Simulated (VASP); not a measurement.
# B5Pt (P6/mmm) in VASP: a series of runs

The runs below take B5Pt through single point, with PBE.

Program: VASP 6.6.1. These are calculated values, not measurements. Logs are shortened: lines on timing, memory, paths and dates and some standing lists are left out, and cuts for length are marked.

## Step 1: The cell of the first run

Symmetry: P6/mmm, No. 191, hexagonal system. The conventional cell has a = 5.665 Å, b = 5.665 Å, c = 2.373 Å, α = 90.00°, β = 90.00°, γ = 120.00°. B (site symmetry -6m2) has 3 B at 1.64 Å within 2.2 Å. Within 2.2 Å of B (site symmetry mmm) lie 2 B at 1.64 Å. Pt (site symmetry 6/mmm) has 2 Pt at 2.37 Å and 12 B at 3.07 Å within 3.1 Å.

## Step 2: Single point, PBE

File INCAR:

```
SYSTEM = B5Pt
ALGO     = Normal         ! electronic algorithm
EDIFF    = 1E-7           ! SCF threshold, eV
ENCUT    = 520            ! plane-wave cutoff, eV
GGA      = PE             ! functional
ISIF     = 2              ! what is computed and relaxed
ISMEAR   = 0              ! smearing method
LASPH    = .True.         ! aspherical terms in the spheres
LCHARG   = .False.        ! write CHGCAR
LREAL    = .False.        ! projectors in reciprocal space
LWAVE    = .False.        ! write WAVECAR
NBANDS   = 22             ! bands
NELM     = 60             ! most SCF steps
PREC     = Accurate       ! precision mode
SIGMA    = 0.1            ! smearing width, eV
```

File KPOINTS:

```
k-points
0
Gamma
  3 3 8
  0 0 0
```

File POSCAR:

```
B5Pt
1.0
    5.6649731394      0.0000000000      0.0000000000
   -2.8324865697      4.9060106504      0.0000000000
    0.0000000000      0.0000000000      2.3733545749
B Pt
5 1
Direct
    0.3333333333      0.6666666667      0.5000000000
    0.6666666667      0.3333333333      0.5000000000
    0.5000000000      0.0000000000      0.5000000000
    0.0000000000      0.5000000000      0.5000000000
    0.5000000000      0.5000000000      0.5000000000
    0.0000000000      0.0000000000      0.0000000000
```

Potentials or basis: VASP PAW PBE potentials, release 64 (B, Pt).

The run is started by

```
$ cat potpaw_PBE.64/B/POTCAR potpaw_PBE.64/Pt/POTCAR > POTCAR
$ mpirun -np 1 vasp_std > vasp.out
```

OUTCAR:

```text
SYSTEM = B5Pt
   EDIFF = 1E-7
   ENCUT = 520
   GGA = PE
   ISIF = 2
   ISMEAR = 0
   LASPH = .True.
   LREAL = .False.
   NELM = 60
   PREC = Accurate

 ion  position               nearest neighbor table
   1  0.333  0.667  0.500-   3 1.64   4 1.64   5 1.64
   2  0.667  0.333  0.500-   3 1.64   4 1.64   5 1.64
   3  0.500  0.000  0.500-   1 1.64   2 1.64
   4  0.000  0.500  0.500-   1 1.64   2 1.64
   5  0.500  0.500  0.500-   1 1.64   2 1.64
   6  0.000  0.000  0.000-

  LATTYP: Found a hexagonal cell.
 ALAT       =     5.6649731394
 C/A-ratio  =     0.4189524851

  Lattice vectors:

 A1 = (   5.6649731394,   0.0000000000,   0.0000000000)
 A2 = (  -2.8324865697,   4.9060106504,   0.0000000000)
 A3 = (   0.0000000000,   0.0000000000,   2.3733545749)

Analysis of symmetry for initial positions (statically):
=====================================================================
 Subroutine PRICEL returns:
 Original cell was already a primitive cell.

 Routine SETGRP: Setting up the symmetry group for a
 hexagonal supercell.

 Subroutine GETGRP returns: Found 24 space group operations
 (whereof 24 operations were pure point group operations)
 out of a pool of 24 trial point group operations.

The static configuration has the point symmetry D_6h.

Analysis of symmetry for dynamics (positions and initial velocities):
=====================================================================
 Subroutine PRICEL returns:
 Original cell was already a primitive cell.

 Routine SETGRP: Setting up the symmetry group for a
 hexagonal supercell.

 Subroutine GETGRP returns: Found 24 space group operations
 (whereof 24 operations were pure point group operations)
 out of a pool of 24 trial point group operations.

The dynamic configuration has the point symmetry D_6h.

 Subroutine INISYM returns: Found 24 space group operations
 (whereof 24 operations are pure point group operations),
 and found     1 'primitive' translations

----------------------------------------------------------------------------------------

                                     Primitive cell

  volume of cell :      65.9613

  direct lattice vectors                    reciprocal lattice vectors
     5.664973139  0.000000000  0.000000000     0.176523344  0.101915800  0.000000000
    -2.832486570  4.906010650  0.000000000     0.000000000  0.203831600  0.000000000
     0.000000000  0.000000000  2.373354575     0.000000000  0.000000000  0.421344544

  length of vectors
     5.664973139  5.664973139  2.373354575     0.203831600  0.203831600  0.421344544

  position of ions in fractional coordinates (direct lattice)
     0.333333333  0.666666667  0.500000000
     0.666666667  0.333333333  0.500000000
     0.500000000  0.000000000  0.500000000
     1.000000000  0.500000000  0.500000000
     0.500000000  0.500000000  0.500000000
     0.000000000  0.000000000  0.000000000

  ion indices of the primitive-cell ions
   primitive index   ion index
                 1           1
                 2           2
                 3           3
                 4           4
                 5           5
                 6           6

----------------------------------------------------------------------------------------

 KPOINTS: k-points

Automatic generation of k-mesh.
 Grid dimensions read from file:
 generate k-points for:    3    3    8

 Generating k-lattice:

  Cartesian coordinates                     Fractional coordinates (reciprocal lattice)
     0.058841115  0.033971933  0.000000000     0.333333333 -0.000000000  0.000000000
     0.000000000  0.067943867  0.000000000     0.000000000  0.333333333  0.000000000
     0.000000000  0.000000000  0.052668068     0.000000000  0.000000000  0.125000000

  Length of vectors
     0.067943867  0.067943867  0.052668068

  Shift w.r.t. Gamma in fractional coordinates (k-lattice)
     0.000000000  0.000000000  0.000000000

 Subroutine IBZKPT returns following result:
 ===========================================

 Found     15 irreducible k-points:

 Following reciprocal coordinates:
            Coordinates               Weight
  0.000000  0.000000  0.000000      1.000000
  0.333333 -0.000000  0.000000      6.000000
  0.333333  0.333333  0.000000      2.000000
  0.000000  0.000000  0.125000      2.000000
  0.333333 -0.000000  0.125000     12.000000
  0.333333  0.333333  0.125000      4.000000
  0.000000  0.000000  0.250000      2.000000
  0.333333 -0.000000  0.250000     12.000000
  0.333333  0.333333  0.250000      4.000000
  0.000000  0.000000  0.375000      2.000000
  0.333333 -0.000000  0.375000     12.000000
  0.333333  0.333333  0.375000      4.000000
  0.000000  0.000000  0.500000      1.000000
  0.333333 -0.000000  0.500000      6.000000
  0.333333  0.333333  0.500000      2.000000
   k-points           NKPTS =     15   k-points in BZ     NKDIM =     15   number of bands    NBANDS=     22
   number of dos      NEDOS =    301   number of ions     NIONS =      6
   total plane-waves  NPLWV =  31752
   dimension x,y,z NGX =    42 NGY =   42 NGZ =   18
   dimension x,y,z NGXF=    84 NGYF=   84 NGZF=   36
   ions per type =               5   1
   NGX,Y,Z   is equivalent  to a cutoff of  12.33, 12.33, 12.61 a.u.
   NGXF,Y,Z  is equivalent  to a cutoff of  24.65, 24.65, 25.22 a.u.
 SYSTEM =  B5Pt
   PREC   = accura    normal or accurate (medium, high low for compatibility)
   ISTART =      0    job   : 0-new  1-cont  2-samecut
   ICHARG =      2    charge: 1-file 2-atom 10-const
   ISPIN  =      1    spin polarized calculation?
   LNONCOLLINEAR =      F non collinear calculations
   LSORBIT =      F    spin-orbit coupling
   LASPH  =      T    aspherical Exc in radial PAW
   ENCUT  =  520.0 eV  38.22 Ry    6.18 a.u.  10.53 10.53  4.41*2*pi/ulx,y,z
   NELM   =     60;   NELMIN=  2; NELMDL= -5     # of ELM steps
   EDIFF  = 0.1E-06   stopping-criterion for ELM
   LREAL  =      F    real-space projection
   EDIFFG = 0.1E-05   stopping-criterion for IOM
   NSW    =      0    number of steps for IOM
   IBRION =     -1    ionic relax: 0-MD 1-quasi-New 2-CG
   NFREE  =      0    steps in history (QN), initial steepest desc. (CG)
   ISIF   =      2    stress and relaxation
   ISYM   =      2    0-nonsym 1-usesym 2-fastsym
   POTIM  = 0.5000    time-step for ionic-motion
   TEBEG  =    0.0;   TEEND  =   0.0 temperature during run
   PSTRESS=    0.0 pullay stress
   NELECT =      25.0000    total number of electrons
   NUPDOWN=      -1.0000    fix difference up-down
   EMIN   =  10.00;   EMAX   =-10.00  energy-range for DOS
   EFERMI =   0.00;   METHOD = LEGACY
   ISMEAR =     0;   SIGMA  =   0.10  broadening in eV -4-tet -1-fermi 0-gaus
   EFERMI_NEDOS =   21; number of points for ismear=-14 and -15
   IALGO  =     38    algorithm
   IMIX   =      4    mixing-type and parameters
     AMIX     =   0.40;   BMIX     =  1.00
     AMIX_MAG =   1.60;   BMIX_MAG =  1.00
  volume/ion in A,a.u.               =      10.99        74.19
  Fermi-wavevector in a.u.,A,eV,Ry     =   1.184746  2.238845 19.097445  1.403623
  Thomas-Fermi vector in A             =   2.320954
   LORBIT       =      0    0 simple, 1 ext, 2 COOP (PROOUT), +10 PAW based schemes
   GGA     = PE    functional components
   LHFCALC =     F    Hartree Fock is set to
   AEXX    =    0.0000 exact exchange contribution
   IVDW    =     0    specifies the selected vdW correction
   LEPSILON=     F    determine dielectric tensor
   LRPA    =     F    only Hartree local field effects (RPA)
 non-spin polarized calculation
 Gauss-broadening in eV      SIGMA  =   0.10
  energy-cutoff  :      520.00
  volume of cell :       65.96
 maximum number of plane-waves:      1794
 NGX is ok and might be reduce to    42
   NGX = 21   NGY = 21   NGZ =  9

 number of electron      25.0000000 magnetization

 Free energy of the ion-electron system (eV)
  ---------------------------------------------------
  ext. energy  EPLUGINS =         0.00000000
  ---------------------------------------------------
  free energy    TOTEN  =       -33.35776141 eV

  energy without entropy =      -33.34209273  energy(sigma->0) =      -33.34992707

 E-fermi :   5.0306     XC(G=0): -11.0388

 val. band max:        4.8998494401   @ k =   0.0000   0.0000   0.5000
 cond. band min:       5.0414830715   @ k =   0.3333  -0.0000   0.2500
 fundamental gap:      0.1416336315
 Fermi energy:         5.0306432119

 k-point     1 :       0.0000    0.0000    0.0000
  band No.  band energies     occupation
      1      -7.4447      2.00000
      2      -4.3295      2.00000
      3      -3.1291      2.00000
      4      -3.1291      2.00000
      5      -2.2667      2.00000
      6      -0.1518      2.00000
[... 14 lines left out ...]
     21      13.8486      0.00000
     22      13.9837      0.00000

 k-point     2 :       0.3333   -0.0000    0.0000
  band No.  band energies     occupation
      1      -6.9993      2.00000
      2      -5.5821      2.00000
      3      -3.2382      2.00000
      4      -2.6373      2.00000
      5      -1.7986      2.00000
      6      -0.2200      2.00000
[... 14 lines left out ...]
     21      13.8585      0.00000
     22      14.5156      0.00000

 k-point     3 :       0.3333    0.3333    0.0000
  band No.  band energies     occupation
      1      -6.3430      2.00000
      2      -6.3430      2.00000
      3      -3.9290      2.00000
      4      -2.1299      2.00000
      5      -0.8208      2.00000
      6      -0.8208      2.00000
[... 14 lines left out ...]
     21      15.4634      0.00000
     22      15.4634      0.00000
[... 251 lines left out ...]
 k-point    14 :       0.3333   -0.0000    0.5000
  band No.  band energies     occupation
      1      -2.5246      2.00000
      2      -1.3967      2.00000
      3      -0.7829      2.00000
      4      -0.4988      2.00000
      5       0.2317      2.00000
      6       0.8824      2.00000
[... 14 lines left out ...]
     21      12.6382      0.00000
     22      12.7644      0.00000

 k-point    15 :       0.3333    0.3333    0.5000
  band No.  band energies     occupation
      1      -2.1458      2.00000
      2      -2.1458      2.00000
      3      -0.0019      2.00000
      4      -0.0019      2.00000
      5       0.3120      2.00000
      6       0.3120      2.00000
[... 14 lines left out ...]
     21      12.7567      0.00000
     22      15.0445      0.00000

------------------------ aborting loop because EDIFF is reached ----------------------------------------

  FORCE on cell =-STRESS in cart. coord.  units (eV):
  Direction    XX          YY          ZZ          XY          YZ          ZX
  --------------------------------------------------------------------------------------
  -------------------------------------------------------------------------------------
  Total       -0.0010745     -0.0010745     -0.0496850      0.0000000     -0.0000000      0.0000000
  in kB       -0.0260984     -0.0260984     -1.2068321      0.0000000     -0.0000000      0.0000000
  external PRESSURE =      -0.4196763 kB  Pullay stress =       0.0000000 kB

 VOLUME and BASIS-vectors are now :
 -----------------------------------------------------------------------------
  energy-cutoff  :      520.00
  volume of cell :       65.96
      direct lattice vectors                 reciprocal lattice vectors
     5.664973139  0.000000000  0.000000000     0.176523344  0.101915800  0.000000000
    -2.832486570  4.906010650  0.000000000     0.000000000  0.203831600  0.000000000
     0.000000000  0.000000000  2.373354575     0.000000000  0.000000000  0.421344544

 POSITION                                       TOTAL-FORCE (eV/Angst)
 -----------------------------------------------------------------------------------
     -0.00000      3.27067      1.18668        -0.000000      0.000000      0.000000
      2.83249      1.63534      1.18668         0.000000     -0.000000     -0.000000
      2.83249      0.00000      1.18668         0.000000      0.000000      0.000000
     -1.41624      2.45301      1.18668         0.000000      0.000000      0.000000
      1.41624      2.45301      1.18668         0.000000      0.000000      0.000000
      0.00000      0.00000      0.00000         0.000000      0.000000      0.000000
 -----------------------------------------------------------------------------------
    total drift:                               -0.000000      0.000000     -0.000000

  FREE ENERGIE OF THE ION-ELECTRON SYSTEM (eV)
  ---------------------------------------------------
  free  energy   TOTEN  =       -33.3577614108 eV

  energy  without entropy=      -33.3420927292  energy(sigma->0) =      -33.34992707
```

Run time: 26 s. Hardware: 1 thread of Intel Xeon 6975P-C, shared host; peak memory 0.18 GiB.

What came out:

| Property | Result |
| --- | --- |
| Free energy | -33.3578 eV |
| Pressure | 0.0 GPa |

Stress tensor (GPa, compression positive):
```
 0.00  0.00  0.00
 0.00  0.00  0.00
 0.00  0.00 -0.12
```

Levels at points of the mesh, in eV from the Fermi level:
```
           k point  band 9  band 10  band 11  band 12  band 13  band 14  band 15  band 16
(0.00, 0.00, 0.00)   -2.04    -2.04     0.08     0.08     0.12     0.12     3.20     5.13
(0.00, 0.00, 0.50)   -2.51    -1.94    -1.94    -1.81    -0.31    -0.31    -0.13     4.01
```

Caveat: the k points lie up to 0.43 Å⁻¹ apart; spin-orbit coupling is left out, which moves the levels of the heavy elements.

## Step 3: Single point, PBE

This run uses another cell than the first one, of 10.73 Å³/atom, 0.976 times its volume.

File INCAR:

```
PREC = Accurate ; ENCUT = 520
EDIFF = 1E-6 ; ISMEAR = 0
SIGMA = 0.1 ; LREAL = F
LASPH = T ; NELM = 80
ALGO = Normal ; ISIF = 2
LWAVE = F ; LCHARG = T
GGA = PE ; LELF = T
LVHAR = T ; NBANDS = 22
```

File KPOINTS:

```
Automatic mesh
0
Gamma
  6 6 4
```

File POSCAR:

```
B5Pt
1.0
    4.3700370200      0.0000000000      0.0000000000
   -2.1850185100      3.7845630700      0.0000000000
    0.0000000000      0.0000000000      3.8926981000
B Pt
5 1
Direct
    0.3333333300      0.6666666700      0.5000000000
    0.6666666700      0.3333333300      0.5000000000
    0.5000000000      0.0000000000      0.5000000000
    0.0000000000      0.5000000000      0.5000000000
    0.5000000000      0.5000000000      0.5000000000
    0.0000000000      0.0000000000      0.0000000000
```

Potentials or basis: VASP PAW PBE potentials, release 64 (B, Pt).

The run is started by

```
$ cat potpaw_PBE.64/B/POTCAR potpaw_PBE.64/Pt/POTCAR > POTCAR
$ mpirun -np 1 vasp_std > vasp.out
```

Run time: 43 s. Hardware: 1 thread of Intel Xeon 6975P-C, shared host; peak memory 0.2 GiB.

Results (log left out):

| Property | Result |
| --- | --- |
| Free energy | -19.5678 eV |
| Pressure | 93.7 GPa |

Stress tensor (GPa, compression positive):
```
144.12   0.00   0.00
  0.00 144.12   0.00
  0.00   0.00  -7.11
```

Levels at points of the mesh, in eV from the Fermi level:
| k point | band 10 | band 11 | band 12 | band 13 | band 14 | band 15 |
| --- | --- | --- | --- | --- | --- | --- |
| (0.00, 0.00, 0.00) | -1.32 | -0.87 | -0.87 | 0.06 | 3.13 | 3.72 |
| (0.50, 0.00, 0.00) | -1.58 | -1.15 | -0.90 | 0.16 | 0.79 | 4.23 |
| (0.00, 0.00, 0.50) | -0.93 | -0.85 | -0.85 | 1.97 | 3.36 | 3.99 |
| (0.50, 0.00, 0.50) | -0.92 | -0.81 | -0.77 | -0.74 | 1.59 | 2.07 |

Caveat: the k points lie up to 0.40 Å⁻¹ apart; spin-orbit coupling is left out, which moves the levels of the heavy elements.

(Part 1 of 2 ends here.)
